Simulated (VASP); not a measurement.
# C (I4_1/amd) in VASP: a series of runs, part 2 of 2

VASP 6.6.1. The steps go on from the part before.

### Step 3. Single point, r2SCAN (uniaxial z strain -2.0%)

Contents of POSCAR:

```
C
1.0
    0.0000000000      1.7801241425      1.7445216597
    1.7801241425      0.0000000000      1.7445216597
    1.7801241425      1.7801241425      0.0000000000
C
2
Direct
    0.0000000000      0.0000000000      0.0000000000
    0.2500000000      0.2500000000      0.2500000000
```

Contents of INCAR.step1:

```
SYSTEM = C
PREC = Accurate
ENCUT = 520
ISMEAR = 0
SIGMA = 0.01
LREAL = .False.
LASPH = .True.
NELM = 100
NBANDS = 11
GGA = PE
ALGO = Normal
EDIFF = 1E-4
LWAVE = .True.
LCHARG = .False.
```

Contents of INCAR.step2:

```
SYSTEM = C
PREC = Accurate
ENCUT = 520
EDIFF = 1E-6
ISMEAR = 0
SIGMA = 0.01
LREAL = .False.
LASPH = .True.
NELM = 100
ALGO = Normal
ISIF = 2
LWAVE = .False.
LCHARG = .False.
METAGGA = R2SCAN
LMIXTAU = .True.
NBANDS = 11
ISTART = 1
```

Contents of KPOINTS:

```
regular mesh
0
Gamma
  12 12 12
  0 0 0
```

Potentials or basis: VASP PAW PBE potentials, release 64 (C).

Command:

```bash
$ cat potpaw_PBE.64/C/POTCAR > POTCAR
$ cp INCAR.step1 INCAR
$ mpirun -np 1 vasp_std > vasp.out
$ cp INCAR.step2 INCAR
$ mpirun -np 1 vasp_std > vasp.out
```

OUTCAR:

```text
SYSTEM = C
   PREC = Accurate
   ENCUT = 520
   EDIFF = 1E-6
   ISMEAR = 0
   LREAL = .False.
   LASPH = .True.
   NELM = 100
   ISIF = 2
   METAGGA = R2SCAN
   ISTART = 1

 ion  position               nearest neighbor table
   1  0.000  0.000  0.000-   2 1.53   2 1.53   2 1.53   2 1.53
   2  0.250  0.250  0.250-   1 1.53   1 1.53   1 1.53   1 1.53

  LATTYP: Found a body centered tetragonal cell.
 ALAT       =     2.5174757050
 C/A-ratio  =     1.3859292912

  Lattice vectors:

 A1 = (   0.0000000000,  -1.7801241425,  -1.7445216597)
 A2 = (   0.0000000000,   1.7801241425,  -1.7445216597)
 A3 = (   1.7801241425,   0.0000000000,   1.7445216597)

Analysis of symmetry for initial positions (statically):
=====================================================================
 Subroutine PRICEL returns:
 Original cell was already a primitive cell.

 Routine SETGRP: Setting up the symmetry group for a
 body centered tetragonal supercell.

 Subroutine GETGRP returns: Found 16 space group operations
 (whereof  8 operations were pure point group operations)
 out of a pool of 16 trial point group operations.

The static configuration has the point symmetry D_2d.
 The point group associated with its full space group is D_4h.

Analysis of symmetry for dynamics (positions and initial velocities):
=====================================================================
 Subroutine PRICEL returns:
 Original cell was already a primitive cell.

 Routine SETGRP: Setting up the symmetry group for a
 body centered tetragonal supercell.

 Subroutine GETGRP returns: Found 16 space group operations
 (whereof  8 operations were pure point group operations)
 out of a pool of 16 trial point group operations.

The dynamic configuration has the point symmetry D_2d.
 The point group associated with its full space group is D_4h.

 Subroutine INISYM returns: Found 16 space group operations
 (whereof  8 operations are pure point group operations),
 and found     1 'primitive' translations

----------------------------------------------------------------------------------------

                                     Primitive cell

  volume of cell :      11.0562

  direct lattice vectors                    reciprocal lattice vectors
     0.000000000  1.780124143  1.744521660    -0.280879287  0.280879287  0.286611517
     1.780124143  0.000000000  1.744521660     0.280879287 -0.280879287  0.286611517
     1.780124143  1.780124143  0.000000000     0.280879287  0.280879287 -0.286611517

  length of vectors
     2.492428090  2.492428090  2.517475705     0.489829062  0.489829062  0.489829062

  position of ions in fractional coordinates (direct lattice)
     0.000000000  0.000000000  0.000000000
     0.250000000  0.250000000  0.250000000

  ion indices of the primitive-cell ions
   primitive index   ion index
                 1           1
                 2           2

----------------------------------------------------------------------------------------

 KPOINTS: regular mesh

Automatic generation of k-mesh.
 Grid dimensions read from file:
 generate k-points for:   12   12   12

 Generating k-lattice:

  Cartesian coordinates                     Fractional coordinates (reciprocal lattice)
    -0.023406607  0.023406607  0.023884293     0.083333333  0.000000000  0.000000000
     0.023406607 -0.023406607  0.023884293     0.000000000  0.083333333  0.000000000
     0.023406607  0.023406607 -0.023884293     0.000000000  0.000000000  0.083333333

  Length of vectors
     0.040819088  0.040819088  0.040819088

  Shift w.r.t. Gamma in fractional coordinates (k-lattice)
     0.000000000  0.000000000  0.000000000

 Subroutine IBZKPT returns following result:
 ===========================================

 Found    163 irreducible k-points:

 Following reciprocal coordinates:
            Coordinates               Weight
  0.000000  0.000000  0.000000      1.000000
  0.083333  0.000000  0.000000      8.000000
  0.166667  0.000000  0.000000      8.000000
  0.250000  0.000000  0.000000      8.000000
  0.333333  0.000000  0.000000      8.000000
  0.416667  0.000000  0.000000      8.000000
[... 16 lines left out ...]
  0.500000  0.166667  0.000000      8.000000
 -0.416667  0.166667  0.000000      8.000000
 [... further k-points ...]
   k-points           NKPTS =    163   k-points in BZ     NKDIM =    163   number of bands    NBANDS=     11
   number of dos      NEDOS =    301   number of ions     NIONS =      2
   total plane-waves  NPLWV =   8000
   dimension x,y,z NGX =    20 NGY =   20 NGZ =   20
   dimension x,y,z NGXF=    40 NGYF=   40 NGZF=   40
   ions per type =               2
   NGX,Y,Z   is equivalent  to a cutoff of  13.34, 13.34, 13.21 a.u.
   NGXF,Y,Z  is equivalent  to a cutoff of  26.68, 26.68, 26.41 a.u.
 SYSTEM =  C
   PREC   = accura    normal or accurate (medium, high low for compatibility)
   ISTART =      1    job   : 0-new  1-cont  2-samecut
   ICHARG =      0    charge: 1-file 2-atom 10-const
   ISPIN  =      1    spin polarized calculation?
   LNONCOLLINEAR =      F non collinear calculations
   LSORBIT =      F    spin-orbit coupling
   LASPH  =      T    aspherical Exc in radial PAW
   ENCUT  =  520.0 eV  38.22 Ry    6.18 a.u.   4.63  4.63  4.68*2*pi/ulx,y,z
   NELM   =    100;   NELMIN=  2; NELMDL=  0     # of ELM steps
   EDIFF  = 0.1E-05   stopping-criterion for ELM
   LREAL  =      F    real-space projection
   EDIFFG = 0.1E-04   stopping-criterion for IOM
   NSW    =      0    number of steps for IOM
   IBRION =     -1    ionic relax: 0-MD 1-quasi-New 2-CG
   NFREE  =      0    steps in history (QN), initial steepest desc. (CG)
   ISIF   =      2    stress and relaxation
   ISYM   =      2    0-nonsym 1-usesym 2-fastsym
   POTIM  = 0.5000    time-step for ionic-motion
   TEBEG  =    0.0;   TEEND  =   0.0 temperature during run
   PSTRESS=    0.0 pullay stress
   NELECT =       8.0000    total number of electrons
   NUPDOWN=      -1.0000    fix difference up-down
   EMIN   =  10.00;   EMAX   =-10.00  energy-range for DOS
   EFERMI =   0.00;   METHOD = LEGACY
   ISMEAR =     0;   SIGMA  =   0.01  broadening in eV -4-tet -1-fermi 0-gaus
   EFERMI_NEDOS =   21; number of points for ismear=-14 and -15
   IALGO  =     38    algorithm
   IMIX   =      4    mixing-type and parameters
     AMIX     =   0.40;   BMIX     =  1.00
     AMIX_MAG =   1.60;   BMIX_MAG =  1.00
  volume/ion in A,a.u.               =       5.53        37.31
  Fermi-wavevector in a.u.,A,eV,Ry     =   1.469724  2.777376 29.389798  2.160089
  Thomas-Fermi vector in A             =   2.585067
   LORBIT       =      0    0 simple, 1 ext, 2 COOP (PROOUT), +10 PAW based schemes
   METAGGA = R2SCAN    functional components
   LHFCALC =     F    Hartree Fock is set to
   AEXX    =    0.0000 exact exchange contribution
   IVDW    =     0    specifies the selected vdW correction
   LEPSILON=     F    determine dielectric tensor
   LRPA    =     F    only Hartree local field effects (RPA)
 non-spin polarized calculation
 Gauss-broadening in eV      SIGMA  =   0.01
  energy-cutoff  :      520.00
  volume of cell :       11.06
 maximum number of plane-waves:       310
   NGX =  9   NGY =  9   NGZ =  9

 number of electron       7.9999999 magnetization

 Free energy of the ion-electron system (eV)
  ---------------------------------------------------
  ext. energy  EPLUGINS =         0.00000000
  ---------------------------------------------------
  free energy    TOTEN  =       -19.63918486 eV

  energy without entropy =      -19.63918486  energy(sigma->0) =      -19.63918486

 E-fermi :  10.4150     XC(G=0): -14.3999

 val. band max:       10.3017630601   @ k =   0.0000   0.0000   0.0000
 cond. band min:      14.1607236250   @ k =   0.3333   0.3333   0.0000
 fundamental gap:      3.8589605649
 Fermi energy:        10.4149723648

 k-point     1 :       0.0000    0.0000    0.0000
  band No.  band energies     occupation
      1     -12.9638      2.00000
      2       9.9842      2.00000
      3       9.9842      2.00000
      4      10.3018      2.00000
      5      15.8183      0.00000
      6      16.0920      0.00000
      7      16.0920      0.00000
      8      24.5222      0.00000
      9      30.8463      0.00000
     10      37.2156      0.00000
     11      38.2475      0.00000
[... 309 lines left out ...]
 k-point    24 :      -0.4167    0.1667    0.0000
  band No.  band energies     occupation
      1      -6.4468      2.00000
      2      -3.3078      2.00000
      3       4.3836      2.00000
      4       5.9838      2.00000
      5      17.8111      0.00000
      6      20.9878      0.00000
      7      22.3572      0.00000
      8      26.7006      0.00000
      9      30.8737      0.00000
     10      35.6540      0.00000
     11      36.6359      0.00000

 [... further k-points ...]
[... 5 lines left out ...]
  --------------------------------------------------------------------------------------
  -------------------------------------------------------------------------------------
  Total        0.2762072      0.2762072      1.6575734      0.0000000      0.0000000      0.0000000
  in kB       40.0256738     40.0256738    240.2018828      0.0000000      0.0000000      0.0000000
  external PRESSURE =     106.7510768 kB  Pullay stress =       0.0000000 kB

 VOLUME and BASIS-vectors are now :
 -----------------------------------------------------------------------------
  energy-cutoff  :      520.00
  volume of cell :       11.06
      direct lattice vectors                 reciprocal lattice vectors
     0.000000000  1.780124143  1.744521660    -0.280879287  0.280879287  0.286611517
     1.780124143  0.000000000  1.744521660     0.280879287 -0.280879287  0.286611517
     1.780124143  1.780124143  0.000000000     0.280879287  0.280879287 -0.286611517

 POSITION                                       TOTAL-FORCE (eV/Angst)
 -----------------------------------------------------------------------------------
      0.00000      0.00000      0.00000         0.000000      0.000000      0.000000
      0.89006      0.89006      0.87226         0.000000      0.000000      0.000000
 -----------------------------------------------------------------------------------
    total drift:                                0.000000      0.000000      0.000000

  FREE ENERGIE OF THE ION-ELECTRON SYSTEM (eV)
  ---------------------------------------------------
  free  energy   TOTEN  =       -19.6391848634 eV

  energy  without entropy=      -19.6391848634  energy(sigma->0) =      -19.63918486
```

OUTCAR.step1:

```text
SYSTEM = C
   PREC = Accurate
   ENCUT = 520
   ISMEAR = 0
   LREAL = .False.
[... 561 lines left out ...]
      0.00000      0.00000      0.00000        -0.000000     -0.000000      0.000000
      0.89006      0.89006      0.87226         0.000000      0.000000     -0.000000
 -----------------------------------------------------------------------------------
    total drift:                                0.000000      0.000000      0.000000

  FREE ENERGIE OF THE ION-ELECTRON SYSTEM (eV)
  ---------------------------------------------------
  free  energy   TOTEN  =       -18.1610674544 eV

  energy  without entropy=      -18.1610674544  energy(sigma->0) =      -18.16106745
```

OSZICAR.step1:

```text
N       E                     dE             d eps       ncg     rms          rms(c)
DAV:   1    -0.135007071869E+00   -0.13501E+00   -0.48885E+03  3701   0.727E+02
DAV:   2    -0.184860283468E+02   -0.18351E+02   -0.17710E+02  4659   0.121E+02
DAV:   3    -0.188496094776E+02   -0.36358E+00   -0.36253E+00  4203   0.130E+01
DAV:   4    -0.188502256772E+02   -0.61620E-03   -0.61618E-03  3820   0.650E-01
DAV:   5    -0.188502263407E+02   -0.66353E-06   -0.66352E-06  4122   0.206E-02    0.574E+00
DAV:   6    -0.183330909590E+02    0.51714E+00   -0.26978E-01  3655   0.368E+00    0.343E+00
DAV:   7    -0.181591431992E+02    0.17395E+00   -0.32793E-01  3844   0.410E+00    0.800E-01
DAV:   8    -0.181610292730E+02   -0.18861E-02   -0.91029E-03  3763   0.718E-01    0.445E-02
DAV:   9    -0.181610674544E+02   -0.38181E-04   -0.61443E-05  3971   0.634E-02
   1 F= -.18161067E+02 E0= -.18161067E+02  d E =0.000000E+00
```

Run time: 60 s. Hardware: 1 thread of Intel Xeon Platinum 8488C (Sapphire Rapids), shared host; peak memory 0.13 GiB.

What came out:

```yaml
Free_energy: -19.6392 eV
Pressure: 10.7 GPa
Band_gap_on_the_k_mesh: 3.86 eV, indirect (least direct gap 5.52 eV)
```

Levels at points of the mesh, in eV from the valence-band top:
```tsv
k point	band 1	band 2	band 3	band 4	band 5	band 6	band 7	band 8	band 9
(0.00, 0.00, 0.00)	-23.27	-0.32	-0.32	0.00	5.52	5.79	5.79	14.22	20.54
(0.50, 0.00, 0.00)	-17.17	-14.55	-3.45	-3.07	8.62	8.68	9.52	16.74	23.38
(0.50, 0.50, 0.00)	-13.76	-13.76	-7.24	-7.24	4.51	4.51	18.14	18.14	25.12
(0.50, 0.00, 0.50)	-14.10	-14.10	-6.92	-6.92	5.02	5.02	18.01	18.01	24.80
```

Caveat: the cell differs from its parent crystal (uniaxial z strain -2.0%); the PAW data sets were made with another functional, which shifts forces and pressure a little.

### Step 4. Single point, r2SCAN (uniaxial z strain -1.0%)

Contents of POSCAR:

```
C
1.0
    0.0000000000      1.7801241425      1.7623229011
    1.7801241425      0.0000000000      1.7623229011
    1.7801241425      1.7801241425      0.0000000000
C
2
Direct
    0.0000000000      0.0000000000      0.0000000000
    0.2500000000      0.2500000000      0.2500000000
```

Contents of INCAR.step1:

```
ALGO = Normal
EDIFF = 1E-4
ENCUT = 520
GGA = PE
ISMEAR = 0
LASPH = T
LCHARG = F
LREAL = F
LWAVE = T
NBANDS = 11
NELM = 80
PREC = Accurate
SIGMA = 0.01
```

Contents of INCAR.step2:

```
ALGO = Normal
EDIFF = 1E-6
ENCUT = 520
ISIF = 2
ISMEAR = 0
ISTART = 1
LASPH = T
LCHARG = F
LMIXTAU = T
LREAL = F
LWAVE = F
METAGGA = R2SCAN
NBANDS = 11
NELM = 80
PREC = Accurate
SIGMA = 0.01
```

Contents of KPOINTS:

```
k-points
0
Gamma
  12 12 12
```

Command:

```bash
$ cat potpaw_PBE.64/C/POTCAR > POTCAR
$ cp INCAR.step1 INCAR
$ mpirun -np 1 vasp_std > vasp.out
$ cp INCAR.step2 INCAR
$ mpirun -np 1 vasp_std > vasp.out
```

Run time: 71 s. Hardware: 1 thread of Intel Xeon Platinum 8488C (Sapphire Rapids), shared host; peak memory 0.13 GiB.

The run converged. Its results:

```yaml
Free_energy: -19.6522 eV
Pressure: 5.8 GPa
Band_gap_on_the_k_mesh: 4.11 eV, indirect (least direct gap 5.68 eV)
```

Stress tensor (GPa, compression positive):
```
 2.48  0.00  0.00
 0.00  2.48  0.00
 0.00  0.00 12.43
```

Levels at points of the mesh, in eV from the valence-band top:
```csv
k point,band 1,band 2,band 3,band 4,band 5,band 6,band 7,band 8
"(0.00, 0.00, 0.00)",-23.02,-0.16,-0.16,0.00,5.68,5.82,5.82,14.08
"(0.50, 0.00, 0.00)",-16.98,-14.33,-3.22,-3.03,8.79,8.79,9.33,16.74
"(0.50, 0.50, 0.00)",-13.70,-13.70,-6.97,-6.97,4.76,4.76,18.05,18.05
"(0.50, 0.00, 0.50)",-13.86,-13.86,-6.81,-6.81,5.01,5.01,17.99,17.99
```

Caveat: the cell differs from its parent crystal (uniaxial z strain -1.0%); the PAW data sets were made with another functional, which shifts forces and pressure a little. A k mesh can miss the band edges.

### Step 5. Single point, r2SCAN (uniaxial z strain +1.0%)

Contents of POSCAR:

```
C
1.0
    0.0000000000      1.7801241425      1.7979253840
    1.7801241425      0.0000000000      1.7979253840
    1.7801241425      1.7801241425      0.0000000000
C
2
Direct
    0.0000000000      0.0000000000      0.0000000000
    0.2500000000      0.2500000000      0.2500000000
```

INCAR.step1: that of step 4 with these lines changed.

```diff
@@ -10,3 +10,3 @@
 NBANDS = 11
-NELM = 80
+NELM = 60
 PREC = Accurate
```

Contents of INCAR.step2:

```
ALGO = Normal
EDIFF = 1E-6
ENCUT = 520
ISIF = 2
ISMEAR = 0
ISTART = 1
LASPH = T
LCHARG = T
LELF = T
LMIXTAU = T
LREAL = F
LVHAR = T
LWAVE = F
METAGGA = R2SCAN
NBANDS = 11
NELM = 60
PREC = Accurate
SIGMA = 0.01
```

KPOINTS is that of step 4.

Command:

```bash
$ cat potpaw_PBE.64/C/POTCAR > POTCAR
$ cp INCAR.step1 INCAR
$ mpirun -np 1 vasp_std > vasp.out
$ cp INCAR.step2 INCAR
$ mpirun -np 1 vasp_std > vasp.out
```

Wall time 72 s (1 thread of Intel Xeon Platinum 8488C (Sapphire Rapids), shared host); peak memory 0.13 GiB.

Results (log left out):

| Item | Value |
| --- | --- |
| Free energy | -19.6543 eV |
| Pressure | -3.3 GPa |
| Band gap on the k mesh | 4.20 eV, indirect (least direct gap 5.73 eV) |

Stress tensor (GPa, compression positive):
```
-0.02  0.00  0.00
 0.00 -0.02  0.00
 0.00  0.00 -9.87
```

Levels at points of the mesh, in eV from the valence-band top:
```csv
k point,band 1,band 2,band 3,band 4,band 5,band 6,band 7,band 8
"(0.00, 0.00, 0.00)",-22.69,-0.16,0.00,0.00,5.73,5.73,5.86,13.66
"(0.50, 0.00, 0.00)",-16.76,-14.05,-3.11,-2.92,8.66,8.85,9.12,16.60
"(0.50, 0.50, 0.00)",-13.71,-13.71,-6.58,-6.58,5.10,5.10,17.71,17.71
"(0.50, 0.00, 0.50)",-13.55,-13.55,-6.73,-6.73,4.86,4.86,17.76,17.76
```

Caveat: the cell differs from its parent crystal (uniaxial z strain +1.0%); the PAW data sets were made with another functional, which shifts forces and pressure a little. A k mesh can miss the band edges.

### Step 6. Summary

| cell | gap on the mesh (eV) | pressure (GPa) |
| --- | --- | --- |
| a = 2.480, b = 2.480, c = 2.517 Å, angles 59.5, 59.5, 61.0°, 2 atoms | 3.61 | 15.8 |
| a = 2.492, b = 2.492, c = 2.517 Å, angles 59.7, 59.7, 60.7°, 2 atoms | 3.86 | 10.7 |
| a = 2.505, b = 2.505, c = 2.517 Å, angles 59.8, 59.8, 60.3°, 2 atoms | 4.11 | 5.8 |
| a = 2.530, b = 2.530, c = 2.517 Å, angles 60.2, 60.2, 59.7°, 2 atoms | 4.20 | -3.3 |

Alike in all rows: task single point; level r2SCAN; potentials or basis VASP PAW PBE potentials, release 64 (C); no spin polarisation; k mesh 12 × 12 × 12; cutoff (eV) 520; smearing gaussian 0.01 eV.

Caveats: the PAW data sets were made with another functional, which shifts forces and pressure a little.

Absolute energies hang on the potentials; compare differences alone.
